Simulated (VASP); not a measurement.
# Sn3O2 (P4/nmm) in VASP: further runs

Runs on Sn3O2. Level: PBE. Tasks: single point.

Everything below comes from runs of VASP 6.6.1. Logs are shortened: lines on timing, memory, paths and dates and some standing lists are left out, and cuts for length are marked.

## Step 1: The cell of the first run

It takes space group P4/nmm (No. 129, tetragonal). Conventional cell: a = 3.745 Å, b = 3.745 Å, c = 13.320 Å, α = 90.00°, β = 90.00°, γ = 90.00°. Sn (site symmetry 4mm) has 4 O at 2.23 Å within 2.9 Å. Sn (site symmetry 4mm) has 4 O at 2.21 Å within 2.9 Å. Within 4.2 Å of Sn (site symmetry 4mm) lie 13 Sn at 3.18 to 3.96 Å and 4 O at 3.90 Å. Within 2.9 Å of O (site symmetry 2mm) lie 4 Sn at 2.21 to 2.23 Å and 4 O at 2.65 Å.

## Step 2: Single point, PBE (18.68 Å³/atom)

Input file INCAR:

```
SYSTEM = Sn3O2
  ALGO = Normal
  EDIFF = 1E-6
  ENCUT = 520
  GGA = PE
  ISIF = 2
  ISMEAR = 0
  LASPH = .True.
  LCHARG = .False.
  LREAL = .False.
  LWAVE = .False.
  NBANDS = 65
  NELM = 100
  PREC = Accurate
  SIGMA = 0.1
```

Input file KPOINTS:

```
k-points
0
Gamma
  8 8 2
  0 0 0
```

Input file POSCAR:

```
Sn3O2
1.0
    3.7448721120      0.0000000000      0.0000000000
    0.0000000000      3.7448721120      0.0000000000
    0.0000000000      0.0000000000     13.3200571742
Sn O
6 4
Direct
    0.0000000000      0.5000000000      0.2685649435
    0.5000000000      0.0000000000      0.0890747285
    0.5000000000      0.0000000000      0.7314350565
    0.0000000000      0.5000000000      0.9109252715
    0.5000000000      0.0000000000      0.4339742212
    0.0000000000      0.5000000000      0.5660257788
    0.5000000000      0.5000000000      0.1775416077
    0.0000000000      0.0000000000      0.1775416077
    0.5000000000      0.5000000000      0.8224583923
    0.0000000000      0.0000000000      0.8224583923
```

Potentials or basis: VASP PAW PBE potentials, release 64 (Sn_d, O).

On the command line:

```console
> cat potpaw_PBE.64/Sn_d/POTCAR potpaw_PBE.64/O/POTCAR > POTCAR
> mpirun -np 1 vasp_std > vasp.out
```

OUTCAR:

```text
SYSTEM = Sn3O2
   EDIFF = 1E-6
   ENCUT = 520
   GGA = PE
   ISIF = 2
   ISMEAR = 0
   LASPH = .True.
   LREAL = .False.
   NELM = 100
   PREC = Accurate

 ion  position               nearest neighbor table
   1  0.000  0.500  0.269-   7 2.23   8 2.23   8 2.23   7 2.23   5 3.44   5 3.44   5 3.44   5 3.44
                             2 3.57   2 3.57   2 3.57   2 3.57
   2  0.500  0.000  0.089-   7 2.21   8 2.21   7 2.21   8 2.21   4 3.56   4 3.56   4 3.56   4 3.56
                             1 3.57   1 3.57   1 3.57   1 3.57
   3  0.500  0.000  0.731-   9 2.23  10 2.23   9 2.23  10 2.23   6 3.44   6 3.44   6 3.44   6 3.44
                             4 3.57   4 3.57   4 3.57   4 3.57
   4  0.000  0.500  0.911-   9 2.21  10 2.21  10 2.21   9 2.21   2 3.56   2 3.56   2 3.56   2 3.56
                             3 3.57   3 3.57   3 3.57   3 3.57
   5  0.500  0.000  0.434-   6 3.18   6 3.18   6 3.18   6 3.18   1 3.44   1 3.44   1 3.44   1 3.44

   6  0.000  0.500  0.566-   5 3.18   5 3.18   5 3.18   5 3.18   3 3.44   3 3.44   3 3.44   3 3.44

   7  0.500  0.500  0.178-   2 2.21   2 2.21   1 2.23   1 2.23
   8  0.000  0.000  0.178-   2 2.21   2 2.21   1 2.23   1 2.23
   9  0.500  0.500  0.822-   4 2.21   4 2.21   3 2.23   3 2.23
  10  0.000  0.000  0.822-   4 2.21   4 2.21   3 2.23   3 2.23

  LATTYP: Found a simple tetragonal cell.
 ALAT       =     3.7448721120
 C/A-ratio  =     3.5568790538

  Lattice vectors:

 A1 = (   3.7448721120,   0.0000000000,   0.0000000000)
 A2 = (   0.0000000000,   3.7448721120,   0.0000000000)
 A3 = (   0.0000000000,   0.0000000000,  13.3200571742)

Analysis of symmetry for initial positions (statically):
=====================================================================
 Subroutine PRICEL returns:
 Original cell was already a primitive cell.

 Routine SETGRP: Setting up the symmetry group for a
 simple tetragonal supercell.

 Subroutine GETGRP returns: Found 16 space group operations
 (whereof  8 operations were pure point group operations)
 out of a pool of 16 trial point group operations.

The static configuration has the point symmetry D_2d.
 The point group associated with its full space group is D_4h.

Analysis of symmetry for dynamics (positions and initial velocities):
=====================================================================
 Subroutine PRICEL returns:
 Original cell was already a primitive cell.

 Routine SETGRP: Setting up the symmetry group for a
 simple tetragonal supercell.

[... 130 lines left out ...]
   TEBEG  =    0.0;   TEEND  =   0.0 temperature during run
   PSTRESS=    0.0 pullay stress
   NELECT =     108.0000    total number of electrons
   NUPDOWN=      -1.0000    fix difference up-down
   EMIN   =  10.00;   EMAX   =-10.00  energy-range for DOS
   EFERMI =   0.00;   METHOD = LEGACY
   ISMEAR =     0;   SIGMA  =   0.10  broadening in eV -4-tet -1-fermi 0-gaus
   EFERMI_NEDOS =   21; number of points for ismear=-14 and -15
   IALGO  =     38    algorithm
   IMIX   =      4    mixing-type and parameters
     AMIX     =   0.40;   BMIX     =  1.00
     AMIX_MAG =   1.60;   BMIX_MAG =  1.00
  volume/ion in A,a.u.               =      18.68       126.06
  Fermi-wavevector in a.u.,A,eV,Ry     =   1.363817  2.577240 25.306788  1.859996
  Thomas-Fermi vector in A             =   2.490187
   LORBIT       =      0    0 simple, 1 ext, 2 COOP (PROOUT), +10 PAW based schemes
   GGA     = PE    functional components
   LHFCALC =     F    Hartree Fock is set to
   AEXX    =    0.0000 exact exchange contribution
   IVDW    =     0    specifies the selected vdW correction
   LEPSILON=     F    determine dielectric tensor
   LRPA    =     F    only Hartree local field effects (RPA)
 non-spin polarized calculation
 Gauss-broadening in eV      SIGMA  =   0.10
  energy-cutoff  :      520.00
  volume of cell :      186.80
 maximum number of plane-waves:      5054
 NGX is ok and might be reduce to    28
   NGX = 13   NGY = 13   NGZ = 49

 number of electron     108.0000055 magnetization

 Free energy of the ion-electron system (eV)
  ---------------------------------------------------
  ext. energy  EPLUGINS =         0.00000000
  ---------------------------------------------------
  free energy    TOTEN  =       -52.08711815 eV

  energy without entropy =      -52.07591746  energy(sigma->0) =      -52.08151781

 E-fermi :   7.7579     XC(G=0): -10.5393

 val. band max:        7.7486672837   @ k =   0.3750   0.0000   0.0000
 cond. band min:       7.7941061306   @ k =   0.3750   0.3750   0.5000
 fundamental gap:      0.0454388469
 Fermi energy:         7.7578692340

 k-point     1 :       0.0000    0.0000    0.0000
  band No.  band energies     occupation
      1     -14.2208      2.00000
      2     -14.2114      2.00000
      3     -13.8477      2.00000
      4     -13.8477      2.00000
      5     -13.8450      2.00000
      6     -13.8450      2.00000
[... 1621 lines left out ...]
     64      12.7545      0.00000
     65      13.9997      0.00000

 [... further k-points ...]

------------------------ aborting loop because EDIFF is reached ----------------------------------------

  FORCE on cell =-STRESS in cart. coord.  units (eV):
  Direction    XX          YY          ZZ          XY          YZ          ZX
  --------------------------------------------------------------------------------------
  -------------------------------------------------------------------------------------
  Total        4.1704096      4.1704096      4.1193378      0.0000000      0.0000000      0.0000000
  in kB       35.7691998     35.7691998     35.3311621      0.0000000      0.0000000      0.0000000
  external PRESSURE =      35.6231872 kB  Pullay stress =       0.0000000 kB

 VOLUME and BASIS-vectors are now :
 -----------------------------------------------------------------------------
  energy-cutoff  :      520.00
  volume of cell :      186.80
      direct lattice vectors                 reciprocal lattice vectors
     3.744872112  0.000000000  0.000000000     0.267031816  0.000000000  0.000000000
     0.000000000  3.744872112  0.000000000     0.000000000  0.267031816  0.000000000
     0.000000000  0.000000000 13.320057174     0.000000000  0.000000000  0.075074753

 POSITION                                       TOTAL-FORCE (eV/Angst)
 -----------------------------------------------------------------------------------
      0.00000      1.87244      3.57730        -0.000000      0.000000      0.081223
      1.87244      0.00000      1.18648        -0.000000     -0.000000     -0.085272
      1.87244      0.00000      9.74276         0.000000      0.000000     -0.081223
      0.00000      1.87244     12.13358         0.000000      0.000000      0.085272
      1.87244      0.00000      5.78056         0.000000      0.000000     -0.001403
      0.00000      1.87244      7.53950        -0.000000      0.000000      0.001403
      1.87244      1.87244      2.36486         0.000000      0.000000      0.002299
      0.00000      0.00000      2.36486         0.000000      0.000000      0.002299
      1.87244      1.87244     10.95519         0.000000     -0.000000     -0.002299
      0.00000      0.00000     10.95519         0.000000      0.000000     -0.002299
 -----------------------------------------------------------------------------------
    total drift:                                0.000000     -0.000000      0.000000

  FREE ENERGIE OF THE ION-ELECTRON SYSTEM (eV)
  ---------------------------------------------------
  free  energy   TOTEN  =       -52.0871181529 eV

  energy  without entropy=      -52.0759174632  energy(sigma->0) =      -52.08151781
```

OSZICAR:

```text
N       E                     dE             d eps       ncg     rms          rms(c)
DAV:   1     0.153852394647E+04    0.15385E+04   -0.50152E+04  4254   0.266E+03
DAV:   2     0.279015181501E+03   -0.12595E+04   -0.12186E+04  3916   0.784E+02
DAV:   3    -0.258345878805E+02   -0.30485E+03   -0.29178E+03  4252   0.274E+02
DAV:   4    -0.582881721906E+02   -0.32454E+02   -0.31782E+02  4635   0.892E+01
DAV:   5    -0.594621527639E+02   -0.11740E+01   -0.11692E+01  4400   0.178E+01    0.165E+01
DAV:   6    -0.519050408628E+02    0.75571E+01   -0.35282E+01  5756   0.431E+01    0.658E+00
DAV:   7    -0.521204172981E+02   -0.21538E+00   -0.66308E+00  4743   0.129E+01    0.406E+00
DAV:   8    -0.521119518123E+02    0.84655E-02   -0.12272E+00  5792   0.605E+00    0.146E+00
DAV:   9    -0.520837652595E+02    0.28187E-01   -0.17190E-01  5540   0.305E+00    0.360E-01
DAV:  10    -0.520867128050E+02   -0.29475E-02   -0.27954E-02  5051   0.121E+00    0.209E-01
DAV:  11    -0.520871174433E+02   -0.40464E-03   -0.29432E-03  5683   0.485E-01    0.457E-02
DAV:  12    -0.520871210974E+02   -0.36541E-05   -0.51845E-04  5231   0.246E-01    0.296E-02
DAV:  13    -0.520871171264E+02    0.39710E-05   -0.67839E-05  5596   0.871E-02    0.127E-02
DAV:  14    -0.520871180822E+02   -0.95576E-06   -0.18823E-05  4822   0.266E-02    0.504E-03
DAV:  15    -0.520871181529E+02   -0.70659E-07   -0.34902E-06  3644   0.115E-02
   1 F= -.52087118E+02 E0= -.52081518E+02  d E =-.112007E-01
```

It took 6 min on 1 thread of Intel Xeon Platinum 8488C (Sapphire Rapids), shared host; peak memory 0.41 GiB.

Results:

```
Free energy            : -52.0871 eV
Pressure               : 3.6 GPa
Largest force          : 0.085 eV/Å
Band gap on the k mesh : zero (bands 54 and 55 overlap by 1.23 eV)
```

Forces in eV/Å, atoms in the order of the input:
```
Sn   0.000  0.000  0.081
Sn   0.000  0.000 -0.085
Sn   0.000  0.000 -0.081
Sn   0.000  0.000  0.085
Sn   0.000  0.000 -0.001
Sn   0.000  0.000  0.001
O    0.000  0.000  0.002
O    0.000  0.000  0.002
O    0.000  0.000 -0.002
O    0.000  0.000 -0.002
```

Caveat: the cell stands under pressure; spin-orbit coupling is left out, which moves the levels of the heavy elements.

## Step 3: Single point, PBE

This run uses another cell than the first one, of 21.23 Å³/atom.

Input file INCAR:

```
SYSTEM = Sn3O2
PREC = Accurate
ENCUT = 520
EDIFF = 1E-6
ISMEAR = 0
SIGMA = 0.1
LREAL = .FALSE.
LASPH = .TRUE.
NELM = 80
ALGO = Normal
ISIF = 2
LWAVE = .FALSE.
LCHARG = .TRUE.
GGA = PE
LELF = .TRUE.
LVHAR = .TRUE.
NBANDS = 65
```

Input file KPOINTS:

```
regular mesh
0
G
  8 8 2
  0 0 0
```

Input file POSCAR:

```
Sn3O2
1.0
    3.7862735842      0.0000000000      0.0000000000
    0.0000000000      3.7862735842      0.0000000000
    0.0000000000      0.0000000000     14.8072161435
Sn O
6 4
Direct
    0.0000000000      0.5000000000      0.2536172190
    0.5000000000      0.0000000000      0.0925220936
    0.5000000000      0.0000000000      0.7463827810
    0.0000000000      0.5000000000      0.9074779064
    0.5000000000      0.0000000000      0.4345512762
    0.0000000000      0.5000000000      0.5654487238
    0.5000000000      0.5000000000      0.1719787114
    0.0000000000      0.0000000000      0.1719787114
    0.5000000000      0.5000000000      0.8280212886
    0.0000000000      0.0000000000      0.8280212886
```

Potentials or basis: VASP PAW PBE potentials, release 64 (Sn_d, O).

On the command line:

```console
> cat potpaw_PBE.64/Sn_d/POTCAR potpaw_PBE.64/O/POTCAR > POTCAR
> mpirun -np 1 vasp_std > vasp.out
```

It took 6.9 min on 1 thread of Intel Xeon Platinum 8488C (Sapphire Rapids), shared host; peak memory 0.45 GiB.

It converged, with:

| Item | Value |
| --- | --- |
| Free energy | -52.2849 eV |
| Pressure | 0.1 GPa |
| Largest force | 0.085 eV/Å |
| Band gap on the k mesh | zero (bands 54 and 55 overlap by 1.37 eV) |

Forces in eV/Å, atoms in the order of the input:
```
Sn   0.000  0.000  0.085
Sn   0.000  0.000 -0.082
Sn   0.000  0.000 -0.085
Sn   0.000  0.000  0.082
Sn   0.000  0.000 -0.008
Sn   0.000  0.000  0.008
O    0.000  0.000 -0.001
O    0.000  0.000 -0.001
O    0.000  0.000  0.001
O    0.000  0.000  0.001
```

Levels at points of the mesh, in eV from the Fermi level:
| k point | band 52 | band 53 | band 54 | band 55 | band 56 | band 57 |
| --- | --- | --- | --- | --- | --- | --- |
| (0.00, 0.00, 0.00) | -0.23 | 0.63 | 1.19 | 1.19 | 2.05 | 2.06 |
| (0.50, 0.00, 0.00) | -2.14 | -1.03 | -1.03 | 1.85 | 1.85 | 2.82 |
| (0.50, 0.50, 0.00) | -2.16 | -2.01 | -2.01 | 0.29 | 0.29 | 0.75 |
| (0.00, 0.00, 0.50) | -0.92 | 0.78 | 1.19 | 1.19 | 2.04 | 2.11 |
| (0.50, 0.00, 0.50) | -1.97 | -1.13 | -1.13 | 1.90 | 1.90 | 2.77 |
| (0.50, 0.50, 0.50) | -2.16 | -1.96 | -1.96 | 0.09 | 0.09 | 0.72 |

Caveat: spin-orbit coupling is left out, which moves the levels of the heavy elements.

The gap in the log of VASP goes by the Fermi energy; the results here count the filled bands.